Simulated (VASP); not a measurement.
# BaF2 (Fm-3m) in VASP: single point with r2SCAN

Aim: the single point of BaF2 with r2SCAN.

Program: VASP 6.6.1. These are calculated values, not measurements. Logs are shortened: lines on timing, memory, paths and dates and some standing lists are left out, and cuts for length are marked.

## Step 1: The cell of the first run

It takes space group Fm-3m (No. 225, cubic). Conventional cell: a = 6.132 Å, b = 6.132 Å, c = 6.132 Å, α = 90.00°, β = 90.00°, γ = 90.00°. Ba (site symmetry m-3m) has 8 F at 2.66 Å within 3.5 Å. Within 3.5 Å of F (site symmetry -43m) lie 4 Ba at 2.66 Å and 6 F at 3.07 Å.

## Step 2: Single point, r2SCAN (19.22 Å³/atom)

POSCAR reads:

```
BaF2
1.0
    0.0000000000      3.0660723890      3.0660723890
    3.0660723890      0.0000000000      3.0660723890
    3.0660723890      3.0660723890      0.0000000000
Ba F
1 2
Direct
    0.0000000000      0.0000000000      0.0000000000
    0.2500000000      0.2500000000      0.2500000000
    0.7500000000      0.7500000000      0.7500000000
```

INCAR.step1 reads:

```
SYSTEM = BaF2
  PREC = Accurate
  ENCUT = 1490
  ISMEAR = 0
  SIGMA = 0.02
  LREAL = .FALSE.
  LASPH = .TRUE.
  NELM = 120
  NBANDS = 19
  GGA = PE
  ALGO = Normal
  EDIFF = 1E-5
  LWAVE = .TRUE.
  LCHARG = .FALSE.
  GGA_COMPAT = .FALSE.
```

INCAR.step2 reads:

```
SYSTEM = BaF2
  PREC = Accurate
  ENCUT = 1490
  EDIFF = 1E-6
  ISMEAR = 0
  SIGMA = 0.02
  LREAL = .FALSE.
  LASPH = .TRUE.
  NELM = 120
  ALGO = Normal
  ISIF = 2
  LWAVE = .FALSE.
  LCHARG = .TRUE.
  METAGGA = R2SCAN
  LMIXTAU = .TRUE.
  LELF = .TRUE.
  LVHAR = .TRUE.
  NBANDS = 19
  ISTART = 1
  GGA_COMPAT = .FALSE.
```

KPOINTS reads:

```
Automatic mesh
0
G
  6 6 6
  0 0 0
```

Potentials or basis: VASP PAW PBE potentials, release 64 (Ba_sv, F_h).

Command:

```console
> cat potpaw_PBE.64/Ba_sv/POTCAR potpaw_PBE.64/F_h/POTCAR > POTCAR
> cp INCAR.step1 INCAR
> mpirun -np 1 vasp_std > vasp.out
> cp INCAR.step2 INCAR
> mpirun -np 1 vasp_std > vasp.out
```

OUTCAR:

```text
SYSTEM = BaF2
   PREC = Accurate
   ENCUT = 1490
   EDIFF = 1E-6
   ISMEAR = 0
   LREAL = .FALSE.
   LASPH = .TRUE.
   NELM = 120
   ISIF = 2
   METAGGA = R2SCAN
   ISTART = 1

 ion  position               nearest neighbor table
   1  0.000  0.000  0.000-   3 2.66   3 2.66   2 2.66   2 2.66   3 2.66   2 2.66   3 2.66   2 2.66

   2  0.250  0.250  0.250-   1 2.66   1 2.66   1 2.66   1 2.66
   3  0.750  0.750  0.750-   1 2.66   1 2.66   1 2.66   1 2.66

  LATTYP: Found a face centered cubic cell.
 ALAT       =     6.1321447780

  Lattice vectors:

 A1 = (   0.0000000000,   3.0660723890,   3.0660723890)
 A2 = (   3.0660723890,   0.0000000000,   3.0660723890)
 A3 = (   3.0660723890,   3.0660723890,   0.0000000000)

Analysis of symmetry for initial positions (statically):
=====================================================================
 Subroutine PRICEL returns:
 Original cell was already a primitive cell.

 Routine SETGRP: Setting up the symmetry group for a
 face centered cubic supercell.

 Subroutine GETGRP returns: Found 48 space group operations
 (whereof 48 operations were pure point group operations)
 out of a pool of 48 trial point group operations.

The static configuration has the point symmetry O_h .

Analysis of symmetry for dynamics (positions and initial velocities):
=====================================================================
 Subroutine PRICEL returns:
 Original cell was already a primitive cell.

 Routine SETGRP: Setting up the symmetry group for a
 face centered cubic supercell.

 Subroutine GETGRP returns: Found 48 space group operations
 (whereof 48 operations were pure point group operations)
 out of a pool of 48 trial point group operations.

The dynamic configuration has the point symmetry O_h .

 Subroutine INISYM returns: Found 48 space group operations
 (whereof 48 operations are pure point group operations),
 and found     1 'primitive' translations

----------------------------------------------------------------------------------------

                                     Primitive cell

  volume of cell :      57.6471

  direct lattice vectors                    reciprocal lattice vectors
     0.000000000  3.066072389  3.066072389    -0.163075080  0.163075080  0.163075080
     3.066072389  0.000000000  3.066072389     0.163075080 -0.163075080  0.163075080
     3.066072389  3.066072389  0.000000000     0.163075080  0.163075080 -0.163075080

  length of vectors
     4.336081156  4.336081156  4.336081156     0.282454324  0.282454324  0.282454324

  position of ions in fractional coordinates (direct lattice)
     0.000000000  0.000000000  0.000000000
     0.250000000  0.250000000  0.250000000
     0.750000000  0.750000000  0.750000000

  ion indices of the primitive-cell ions
   primitive index   ion index
                 1           1
                 2           2
                 3           3

----------------------------------------------------------------------------------------

 KPOINTS: Automatic mesh

Automatic generation of k-mesh.
 Grid dimensions read from file:
 generate k-points for:    6    6    6

 Generating k-lattice:

  Cartesian coordinates                     Fractional coordinates (reciprocal lattice)
    -0.027179180  0.027179180  0.027179180     0.166666667  0.000000000  0.000000000
     0.027179180 -0.027179180  0.027179180     0.000000000  0.166666667  0.000000000
     0.027179180  0.027179180 -0.027179180     0.000000000  0.000000000  0.166666667

  Length of vectors
     0.047075721  0.047075721  0.047075721

  Shift w.r.t. Gamma in fractional coordinates (k-lattice)
     0.000000000  0.000000000  0.000000000

 Subroutine IBZKPT returns following result:
 ===========================================

 Found     16 irreducible k-points:

 Following reciprocal coordinates:
            Coordinates               Weight
  0.000000  0.000000  0.000000      1.000000
  0.166667  0.000000  0.000000      8.000000
  0.333333  0.000000  0.000000      8.000000
  0.500000  0.000000  0.000000      4.000000
  0.166667  0.166667  0.000000      6.000000
  0.333333  0.166667  0.000000     24.000000
[... 8 lines left out ...]
 -0.333333  0.333333  0.166667     24.000000
 -0.333333  0.500000  0.166667     12.000000
   k-points           NKPTS =     16   k-points in BZ     NKDIM =     16   number of bands    NBANDS=     19
   number of dos      NEDOS =    301   number of ions     NIONS =      3
   total plane-waves  NPLWV = 175616
   dimension x,y,z NGX =    56 NGY =   56 NGZ =   56
   dimension x,y,z NGXF=   112 NGYF=  112 NGZF=  112
   ions per type =               1   2
   NGX,Y,Z   is equivalent  to a cutoff of  21.47, 21.47, 21.47 a.u.
   NGXF,Y,Z  is equivalent  to a cutoff of  42.94, 42.94, 42.94 a.u.
 SYSTEM =  BaF2
   PREC   = accura    normal or accurate (medium, high low for compatibility)
   ISTART =      1    job   : 0-new  1-cont  2-samecut
   ICHARG =      0    charge: 1-file 2-atom 10-const
   ISPIN  =      1    spin polarized calculation?
   LNONCOLLINEAR =      F non collinear calculations
   LSORBIT =      F    spin-orbit coupling
   LASPH  =      T    aspherical Exc in radial PAW
   ENCUT  = 1490.0 eV 109.51 Ry   10.46 a.u.  13.65 13.65 13.65*2*pi/ulx,y,z
   NELM   =    120;   NELMIN=  2; NELMDL=  0     # of ELM steps
   EDIFF  = 0.1E-05   stopping-criterion for ELM
   LREAL  =      F    real-space projection
   EDIFFG = 0.1E-04   stopping-criterion for IOM
   NSW    =      0    number of steps for IOM
   IBRION =     -1    ionic relax: 0-MD 1-quasi-New 2-CG
   NFREE  =      0    steps in history (QN), initial steepest desc. (CG)
   ISIF   =      2    stress and relaxation
   ISYM   =      2    0-nonsym 1-usesym 2-fastsym
   POTIM  = 0.5000    time-step for ionic-motion
   TEBEG  =    0.0;   TEEND  =   0.0 temperature during run
   PSTRESS=    0.0 pullay stress
   NELECT =      24.0000    total number of electrons
   NUPDOWN=      -1.0000    fix difference up-down
   EMIN   =  10.00;   EMAX   =-10.00  energy-range for DOS
   EFERMI =   0.00;   METHOD = LEGACY
   ISMEAR =     0;   SIGMA  =   0.02  broadening in eV -4-tet -1-fermi 0-gaus
   EFERMI_NEDOS =   21; number of points for ismear=-14 and -15
   IALGO  =     38    algorithm
   IMIX   =      4    mixing-type and parameters
     AMIX     =   0.40;   BMIX     =  1.00
     AMIX_MAG =   1.60;   BMIX_MAG =  1.00
  volume/ion in A,a.u.               =      19.22       129.67
  Fermi-wavevector in a.u.,A,eV,Ry     =   1.222417  2.310034 20.331243  1.494304
  Thomas-Fermi vector in A             =   2.357565
   LORBIT       =      0    0 simple, 1 ext, 2 COOP (PROOUT), +10 PAW based schemes
   METAGGA = R2SCAN    functional components
   LHFCALC =     F    Hartree Fock is set to
   AEXX    =    0.0000 exact exchange contribution
   IVDW    =     0    specifies the selected vdW correction
   LEPSILON=     F    determine dielectric tensor
   LRPA    =     F    only Hartree local field effects (RPA)
 non-spin polarized calculation
 Gauss-broadening in eV      SIGMA  =   0.02
  energy-cutoff  :     1490.00
  volume of cell :       57.65
 maximum number of plane-waves:      7631
 NGX is ok and might be reduce to    56
   NGX = 27   NGY = 27   NGZ = 27

 number of electron      24.0000000 magnetization

 Free energy of the ion-electron system (eV)
  ---------------------------------------------------
  ext. energy  EPLUGINS =         0.00000000
  ---------------------------------------------------
  free energy    TOTEN  =       -45.06068874 eV

  energy without entropy =      -45.06068874  energy(sigma->0) =      -45.06068874

 E-fermi :  -1.9888     XC(G=0):  -9.4093

 val. band max:       -2.1778458373   @ k =  -0.1667   0.1667   0.0000
 cond. band min:       5.3173454367   @ k =   0.0000   0.0000   0.0000
 fundamental gap:      7.4951912740
 Fermi energy:        -1.9887625668

 k-point     1 :       0.0000    0.0000    0.0000
  band No.  band energies     occupation
      1     -25.7329      2.00000
      2     -22.3013      2.00000
      3     -22.0976      2.00000
      4     -10.0073      2.00000
      5     -10.0073      2.00000
      6     -10.0073      2.00000
[... 11 lines left out ...]
     18      10.3860      0.00000
     19      14.2605      0.00000

 k-point     2 :       0.1667    0.0000    0.0000
  band No.  band energies     occupation
      1     -25.6599      2.00000
      2     -22.3299      2.00000
      3     -22.1844      2.00000
      4     -10.0635      2.00000
      5     -10.0558      2.00000
      6     -10.0558      2.00000
[... 11 lines left out ...]
     18      10.4106      0.00000
     19      13.1863      0.00000

 k-point     3 :       0.3333    0.0000    0.0000
  band No.  band energies     occupation
      1     -25.5002      2.00000
      2     -22.4516      2.00000
      3     -22.3077      2.00000
      4     -10.1583      2.00000
      5     -10.1483      2.00000
      6     -10.1483      2.00000
[... 11 lines left out ...]
     18      10.4994      0.00000
     19      12.4796      0.00000

 k-point     4 :       0.5000    0.0000    0.0000
  band No.  band energies     occupation
      1     -25.4116      2.00000
      2     -22.5534      2.00000
      3     -22.3374      2.00000
      4     -10.1983      2.00000
      5     -10.1926      2.00000
      6     -10.1926      2.00000
[... 11 lines left out ...]
     18      10.5710      0.00000
     19      13.1567      0.00000

 k-point     5 :       0.1667    0.1667    0.0000
  band No.  band energies     occupation
      1     -25.6351      2.00000
      2     -22.3344      2.00000
      3     -22.2185      2.00000
      4     -10.1297      2.00000
      5     -10.1297      2.00000
      6      -9.9651      2.00000
[... 11 lines left out ...]
     18      10.4933      0.00000
     19      14.3359      0.00000

 k-point     6 :       0.3333    0.1667    0.0000
  band No.  band energies     occupation
      1     -25.5018      2.00000
      2     -22.4067      2.00000
      3     -22.3502      2.00000
      4     -10.2340      2.00000
      5     -10.2328      2.00000
      6      -9.9914      2.00000
[... 11 lines left out ...]
     18      10.6299      0.00000
     19      13.0271      0.00000

 k-point     7 :       0.5000    0.1667    0.0000
  band No.  band energies     occupation
      1     -25.3834      2.00000
      2     -22.5376      2.00000
      3     -22.3951      2.00000
      4     -10.2696      2.00000
      5     -10.2637      2.00000
      6     -10.1009      2.00000
[... 11 lines left out ...]
     18      10.8319      0.00000
     19      13.0465      0.00000

 k-point     8 :      -0.3333    0.1667    0.0000
  band No.  band energies     occupation
      1     -25.4139      2.00000
      2     -22.4985      2.00000
      3     -22.3897      2.00000
      4     -10.2116      2.00000
      5     -10.1951      2.00000
      6     -10.1863      2.00000
[... 80 lines left out ...]
 k-point    12 :      -0.3333    0.3333    0.0000
  band No.  band energies     occupation
      1     -25.3224      2.00000
      2     -22.5380      2.00000
      3     -22.4834      2.00000
      4     -10.3356      2.00000
      5     -10.3211      2.00000
      6     -10.0682      2.00000
[... 11 lines left out ...]
     18      12.1394      0.00000
     19      13.7383      0.00000

 k-point    13 :       0.5000    0.5000    0.0000
  band No.  band energies     occupation
      1     -25.2910      2.00000
      2     -22.6314      2.00000
      3     -22.4318      2.00000
      4     -10.4629      2.00000
      5     -10.4629      2.00000
      6      -9.8192      2.00000
[... 11 lines left out ...]
     18      11.9386      0.00000
     19      13.9719      0.00000

 k-point    14 :       0.5000    0.3333    0.1667
  band No.  band energies     occupation
      1     -25.3851      2.00000
      2     -22.4835      2.00000
      3     -22.4465      2.00000
      4     -10.3556      2.00000
      5     -10.2565      2.00000
      6     -10.0247      2.00000
[... 11 lines left out ...]
     18      11.3510      0.00000
     19      13.4619      0.00000

 k-point    15 :      -0.3333    0.3333    0.1667
  band No.  band energies     occupation
      1     -25.3224      2.00000
      2     -22.5383      2.00000
      3     -22.4830      2.00000
      4     -10.4143      2.00000
      5     -10.1556      2.00000
      6     -10.1551      2.00000
[... 11 lines left out ...]
     18      12.1139      0.00000
     19      13.2638      0.00000

 k-point    16 :      -0.3333    0.5000    0.1667
  band No.  band energies     occupation
      1     -25.2908      2.00000
      2     -22.5827      2.00000
      3     -22.4830      2.00000
      4     -10.4783      2.00000
      5     -10.3026      2.00000
      6      -9.9807      2.00000
[... 11 lines left out ...]
     18      13.5289      0.00000
     19      13.7903      0.00000

------------------------ aborting loop because EDIFF is reached ----------------------------------------

  FORCE on cell =-STRESS in cart. coord.  units (eV):
  Direction    XX          YY          ZZ          XY          YZ          ZX
  --------------------------------------------------------------------------------------
  -------------------------------------------------------------------------------------
  Total        1.1921826      1.1921826      1.1921826      0.0000000      0.0000000     -0.0000000
  in kB       33.1341755     33.1341755     33.1341755      0.0000000      0.0000000     -0.0000000
  external PRESSURE =      33.1341755 kB  Pullay stress =       0.0000000 kB

 VOLUME and BASIS-vectors are now :
 -----------------------------------------------------------------------------
  energy-cutoff  :     1490.00
  volume of cell :       57.65
      direct lattice vectors                 reciprocal lattice vectors
     0.000000000  3.066072389  3.066072389    -0.163075080  0.163075080  0.163075080
     3.066072389  0.000000000  3.066072389     0.163075080 -0.163075080  0.163075080
     3.066072389  3.066072389  0.000000000     0.163075080  0.163075080 -0.163075080

 POSITION                                       TOTAL-FORCE (eV/Angst)
 -----------------------------------------------------------------------------------
      0.00000      0.00000      0.00000         0.000000      0.000000      0.000000
      1.53304      1.53304      1.53304         0.000000      0.000000      0.000000
      4.59911      4.59911      4.59911        -0.000000     -0.000000     -0.000000
 -----------------------------------------------------------------------------------
    total drift:                                0.000000     -0.000000      0.000000

  FREE ENERGIE OF THE ION-ELECTRON SYSTEM (eV)
  ---------------------------------------------------
  free  energy   TOTEN  =       -45.0606887434 eV

  energy  without entropy=      -45.0606887434  energy(sigma->0) =      -45.06068874
```

Run time: 10 min. Hardware: 1 thread of AMD EPYC 7R43 (Zen 3), shared host; peak memory 0.48 GiB.

What came out:

```yaml
Free_energy: -45.0607 eV
Pressure: 3.3 GPa
Band_gap_on_the_k_mesh: 7.50 eV (least direct gap 7.58 eV)
```

Levels at points of the mesh, in eV from the valence-band top:
```csv
k point,band 10,band 11,band 12,band 13,band 14,band 15
"(0.00, 0.00, 0.00)",-0.08,-0.08,-0.08,7.50,10.05,10.05
"(0.50, 0.00, 0.00)",-0.33,-0.14,-0.14,10.01,10.01,10.17
"(0.50, 0.50, 0.00)",-0.28,-0.28,-0.15,7.77,10.04,11.61
```

Caveat: the cell stands under pressure; the PAW data sets were made with another functional, which shifts forces and pressure a little; spin-orbit coupling is left out, which moves the levels of the heavy elements.
